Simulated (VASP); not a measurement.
# Na2Bi (P-3m1) in VASP: a series of runs, part 2 of 2

VASP 6.6.1. The steps go on from the part before.

**4. Single point, PBE**

Input file INCAR:

```
ALGO = Fast ; EDIFF = 1E-6
ENCUT = 520 ; GGA = PE
ISIF = 2 ; ISMEAR = 0
LASPH = T ; LCHARG = F
LREAL = F ; LWAVE = F
NBANDS = 22 ; NELM = 80
PREC = Accurate ; SIGMA = 0.1
```

Input file KPOINTS:

```
k-points
0
Gamma
  12 12 14
```

Input file POSCAR:

```
Na2Bi
1.0
    5.3312780100      0.0000000000      0.0000000000
   -2.6656390050      4.6170221913      0.0000000000
    0.0000000000      0.0000000000      3.5524191000
Na Bi
2 1
Direct
    0.6666666667      0.3333333333      0.6646010000
    0.3333333333      0.6666666667      0.3353990000
    0.0000000000      0.0000000000      0.0000000000
```

Potentials or basis: VASP PAW PBE potentials, release 64 (Na_pv, Bi_d).

Command:

```bash
> cat potpaw_PBE.64/Na_pv/POTCAR potpaw_PBE.64/Bi_d/POTCAR > POTCAR
> mpirun -np 1 vasp_std > vasp.out
```

OUTCAR:

```text
EDIFF = 1E-6
   ENCUT = 520
   GGA = PE
   ISIF = 2
   ISMEAR = 0
   LASPH = T
   LREAL = F
   NELM = 80
   PREC = Accurate

 ion  position               nearest neighbor table
   1  0.667  0.333  0.665-   3 3.30   3 3.30   3 3.30
   2  0.333  0.667  0.335-   3 3.30   3 3.30   3 3.30
   3  0.000  0.000  0.000-   1 3.30   2 3.30   1 3.30   2 3.30   1 3.30   2 3.30

  LATTYP: Found a hexagonal cell.
 ALAT       =     5.3312780100
 C/A-ratio  =     0.6663353690

  Lattice vectors:

 A1 = (   5.3312780100,   0.0000000000,   0.0000000000)
 A2 = (  -2.6656390050,   4.6170221913,   0.0000000000)
 A3 = (   0.0000000000,   0.0000000000,   3.5524191000)

Analysis of symmetry for initial positions (statically):
=====================================================================
 Subroutine PRICEL returns:
 Original cell was already a primitive cell.

 Routine SETGRP: Setting up the symmetry group for a
 hexagonal supercell.

 Subroutine GETGRP returns: Found 12 space group operations
 (whereof 12 operations were pure point group operations)
 out of a pool of 24 trial point group operations.

The static configuration has the point symmetry D_3d.

Analysis of symmetry for dynamics (positions and initial velocities):
=====================================================================
 Subroutine PRICEL returns:
 Original cell was already a primitive cell.

 Routine SETGRP: Setting up the symmetry group for a
 hexagonal supercell.

 Subroutine GETGRP returns: Found 12 space group operations
 (whereof 12 operations were pure point group operations)
 out of a pool of 24 trial point group operations.

The dynamic configuration has the point symmetry D_3d.

 Subroutine INISYM returns: Found 12 space group operations
 (whereof 12 operations are pure point group operations),
 and found     1 'primitive' translations

----------------------------------------------------------------------------------------

                                     Primitive cell

  volume of cell :      87.4415

  direct lattice vectors                    reciprocal lattice vectors
     5.331278010  0.000000000  0.000000000     0.187572285  0.108294909  0.000000000
    -2.665639005  4.617022191  0.000000000     0.000000000  0.216589819  0.000000000
     0.000000000  0.000000000  3.552419100     0.000000000  0.000000000  0.281498318

  length of vectors
     5.331278010  5.331278010  3.552419100     0.216589819  0.216589819  0.281498318

  position of ions in fractional coordinates (direct lattice)
     0.666666667  0.333333333  0.664601000
     0.333333333  0.666666667  0.335399000
     0.000000000  0.000000000  0.000000000

  ion indices of the primitive-cell ions
   primitive index   ion index
                 1           1
                 2           2
                 3           3

----------------------------------------------------------------------------------------

 KPOINTS: k-points

Automatic generation of k-mesh.
 Grid dimensions read from file:
 generate k-points for:   12   12   14

 Generating k-lattice:

  Cartesian coordinates                     Fractional coordinates (reciprocal lattice)
     0.015631024  0.009024576  0.000000000     0.083333333  0.000000000  0.000000000
     0.000000000  0.018049152  0.000000000     0.000000000  0.083333333  0.000000000
     0.000000000  0.000000000  0.020107023     0.000000000  0.000000000  0.071428571

  Length of vectors
     0.018049152  0.018049152  0.020107023

  Shift w.r.t. Gamma in fractional coordinates (k-lattice)
     0.000000000  0.000000000  0.000000000

 Subroutine IBZKPT returns following result:
 ===========================================

 Found    224 irreducible k-points:

 Following reciprocal coordinates:
            Coordinates               Weight
  0.000000  0.000000  0.000000      1.000000
  0.083333 -0.000000  0.000000      6.000000
  0.166667 -0.000000  0.000000      6.000000
  0.250000  0.000000  0.000000      6.000000
  0.333333 -0.000000  0.000000      6.000000
  0.416667  0.000000  0.000000      6.000000
[... 16 lines left out ...]
  0.166667 -0.000000  0.071429      6.000000
  0.000000  0.166667  0.071429      6.000000
 [... further k-points ...]
   k-points           NKPTS =    224   k-points in BZ     NKDIM =    224   number of bands    NBANDS=     22
   number of dos      NEDOS =    301   number of ions     NIONS =      3
   total plane-waves  NPLWV =  44800
   dimension x,y,z NGX =    40 NGY =   40 NGZ =   28
   dimension x,y,z NGXF=    80 NGYF=   80 NGZF=   56
   ions per type =               2   1
   NGX,Y,Z   is equivalent  to a cutoff of  12.47, 12.47, 13.10 a.u.
   NGXF,Y,Z  is equivalent  to a cutoff of  24.95, 24.95, 26.21 a.u.
 SYSTEM =  unknown system
   PREC   = accura    normal or accurate (medium, high low for compatibility)
   ISTART =      0    job   : 0-new  1-cont  2-samecut
   ICHARG =      2    charge: 1-file 2-atom 10-const
   ISPIN  =      1    spin polarized calculation?
   LNONCOLLINEAR =      F non collinear calculations
   LSORBIT =      F    spin-orbit coupling
   LASPH  =      T    aspherical Exc in radial PAW
   ENCUT  =  520.0 eV  38.22 Ry    6.18 a.u.   9.91  9.91  6.61*2*pi/ulx,y,z
   NELM   =     80;   NELMIN=  2; NELMDL= -5     # of ELM steps
   EDIFF  = 0.1E-05   stopping-criterion for ELM
   LREAL  =      F    real-space projection
[... 7 lines left out ...]
   TEBEG  =    0.0;   TEEND  =   0.0 temperature during run
   PSTRESS=    0.0 pullay stress
   NELECT =      29.0000    total number of electrons
   NUPDOWN=      -1.0000    fix difference up-down
   EMIN   =  10.00;   EMAX   =-10.00  energy-range for DOS
   EFERMI =   0.00;   METHOD = LEGACY
   ISMEAR =     0;   SIGMA  =   0.10  broadening in eV -4-tet -1-fermi 0-gaus
   EFERMI_NEDOS =   21; number of points for ismear=-14 and -15
   IALGO  =     68    algorithm
   IMIX   =      4    mixing-type and parameters
     AMIX     =   0.40;   BMIX     =  1.00
     AMIX_MAG =   1.60;   BMIX_MAG =  1.00
  volume/ion in A,a.u.               =      29.15       196.69
  Fermi-wavevector in a.u.,A,eV,Ry     =   1.133187  2.141413 17.471422  1.284113
  Thomas-Fermi vector in A             =   2.269890
   LORBIT       =      0    0 simple, 1 ext, 2 COOP (PROOUT), +10 PAW based schemes
   GGA     = PE    functional components
   LHFCALC =     F    Hartree Fock is set to
   AEXX    =    0.0000 exact exchange contribution
   IVDW    =     0    specifies the selected vdW correction
   LEPSILON=     F    determine dielectric tensor
   LRPA    =     F    only Hartree local field effects (RPA)
 non-spin polarized calculation
 RMM-DIIS sequential band-by-band and
 Gauss-broadening in eV      SIGMA  =   0.10
  energy-cutoff  :      520.00
  volume of cell :       87.44
 maximum number of plane-waves:      2390
   NGX = 19   NGY = 19   NGZ = 13

 number of electron      28.9999994 magnetization

 Free energy of the ion-electron system (eV)
  ---------------------------------------------------
  ext. energy  EPLUGINS =         0.00000000
  ---------------------------------------------------
  free energy    TOTEN  =        -7.47785563 eV

  energy without entropy =       -7.47055525  energy(sigma->0) =       -7.47420544

 E-fermi :   3.1228     XC(G=0):  -8.2725

 val. band max:        3.1160734482   @ k =   0.0833  -0.0000   0.3571
 cond. band min:       3.1298052204   @ k =   0.4167   0.0000   0.5000
 fundamental gap:      0.0137317723
 Fermi energy:         3.1227652784

 k-point     1 :       0.0000    0.0000    0.0000
  band No.  band energies     occupation
      1     -21.4923      2.00000
      2     -21.4923      2.00000
      3     -21.4686      2.00000
      4     -21.4596      2.00000
      5     -21.4503      2.00000
      6     -21.4503      2.00000
[... 14 lines left out ...]
     21      14.2285      0.00000
     22      14.4309      0.00000

 k-point     2 :       0.0833   -0.0000    0.0000
  band No.  band energies     occupation
      1     -21.4925      2.00000
      2     -21.4918      2.00000
      3     -21.4687      2.00000
      4     -21.4596      2.00000
      5     -21.4507      2.00000
      6     -21.4501      2.00000
[... 542 lines left out ...]
 k-point    24 :       0.0000    0.1667    0.0714
  band No.  band energies     occupation
      1     -21.4929      2.00000
      2     -21.4903      2.00000
      3     -21.4705      2.00000
      4     -21.4614      2.00000
      5     -21.4516      2.00000
      6     -21.4494      2.00000
[... 14 lines left out ...]
     21      12.3990      0.00000
     22      13.0668      0.00000

 [... further k-points ...]

------------------------ aborting loop because EDIFF is reached ----------------------------------------

  FORCE on cell =-STRESS in cart. coord.  units (eV):
  Direction    XX          YY          ZZ          XY          YZ          ZX
  --------------------------------------------------------------------------------------
  -------------------------------------------------------------------------------------
  Total        0.0987598      0.0987598      0.0456261      0.0000000      0.0000000      0.0000000
  in kB        1.8095615      1.8095615      0.8360002      0.0000000      0.0000000      0.0000000
  external PRESSURE =       1.4850411 kB  Pullay stress =       0.0000000 kB

 VOLUME and BASIS-vectors are now :
 -----------------------------------------------------------------------------
  energy-cutoff  :      520.00
  volume of cell :       87.44
      direct lattice vectors                 reciprocal lattice vectors
     5.331278010  0.000000000  0.000000000     0.187572285  0.108294909  0.000000000
    -2.665639005  4.617022191  0.000000000     0.000000000  0.216589819  0.000000000
     0.000000000  0.000000000  3.552419100     0.000000000  0.000000000  0.281498318

 POSITION                                       TOTAL-FORCE (eV/Angst)
 -----------------------------------------------------------------------------------
      2.66564      1.53901      2.36094        -0.000000      0.000000      0.000466
     -0.00000      3.07801      1.19148         0.000000     -0.000000     -0.000466
      0.00000      0.00000      0.00000         0.000000      0.000000      0.000000
 -----------------------------------------------------------------------------------
    total drift:                                0.000000     -0.000000     -0.000000

  FREE ENERGIE OF THE ION-ELECTRON SYSTEM (eV)
  ---------------------------------------------------
  free  energy   TOTEN  =        -7.4778556276 eV

  energy  without entropy=       -7.4705552514  energy(sigma->0) =       -7.47420544
```

stdout:

```text
POSCAR found type information on POSCAR NaBi
 POSCAR found :  2 types and       3 ions
 scaLAPACK will be used
 LDA part: xc-table for (Slater+PW92), standard interpolation
 POSCAR, INCAR and KPOINTS ok, starting setup
 FFT: planning ... GRIDC
 FFT: planning ... GRID_SOFT
 FFT: planning ... GRID
 WAVECAR not read
 entering main loop
```

Run time: 2.3 min. Hardware: 1 thread of Intel Xeon 6975P-C (Granite Rapids), shared host; peak memory 0.48 GiB.

Results:

* Free energy: -7.4779 eV
* Pressure: 0.1 GPa
* Band gap on the k mesh: zero (an odd number of electrons rules out a gap without spin polarisation)

Levels at points of the mesh, in eV from the Fermi level:
| k point | band 10 | band 11 | band 12 | band 13 | band 14 | band 15 | band 16 | band 17 | band 18 | band 19 |
| --- | --- | --- | --- | --- | --- | --- | --- | --- | --- | --- |
| (0.00, 0.00, 0.00) | -21.95 | -21.95 | -10.71 | -1.11 | -1.11 | -0.34 | 2.95 | 2.95 | 3.08 | 4.55 |
| (0.50, 0.00, 0.00) | -21.95 | -21.95 | -10.53 | -3.34 | -1.61 | 0.74 | 3.43 | 5.22 | 5.97 | 6.15 |
| (0.00, 0.00, 0.50) | -21.95 | -21.95 | -9.45 | -3.32 | 0.44 | 0.44 | 2.32 | 3.59 | 4.99 | 4.99 |
| (0.50, 0.00, 0.50) | -21.95 | -21.95 | -9.33 | -2.83 | -1.35 | -0.02 | 1.29 | 3.41 | 3.87 | 4.13 |

Caveat: spin-orbit coupling is left out, which moves the levels of the heavy elements.

**5. Summary**

| cell | k mesh | smearing | further INCAR settings | gap on the mesh (eV) | pressure (GPa) | largest force (eV/Å) |
| --- | --- | --- | --- | --- | --- | --- |
| a = 5.331, b = 5.331, c = 3.552 Å, angles 90.0, 90.0, 120.0°, 3 atoms, atomic positions A | 6 × 6 × 6 | gaussian 0.1 eV | ALGO = Fast; EDIFF = 1e-07; NBANDS = 22 | none | -0.2 | 0.02 |
| a = 3.552, b = 5.331, c = 9.234 Å, 6 atoms, atomic positions B | 6 × 4 × 4 | gaussian 0.2 eV | ALGO = Fast; EDIFF = 1e-06; NBANDS = 38 | none | 0.0 | 0.02 |
| a = 5.331, b = 5.331, c = 3.552 Å, angles 90.0, 90.0, 120.0°, 3 atoms, atomic positions A | 12 × 12 × 14 | gaussian 0.1 eV | ALGO = Fast; EDIFF = 1e-06; NBANDS = 22 | none | 0.1 | - |

Alike in all rows: task single point; level PBE; potentials or basis VASP PAW PBE potentials, release 64 (Na_pv, Bi_d); no spin polarisation; cutoff (eV) 520.

Caveats: spin-orbit coupling is left out, which moves the levels of the heavy elements.

Total energies depend on the potentials used, so only differences within one code and one set of settings carry meaning.
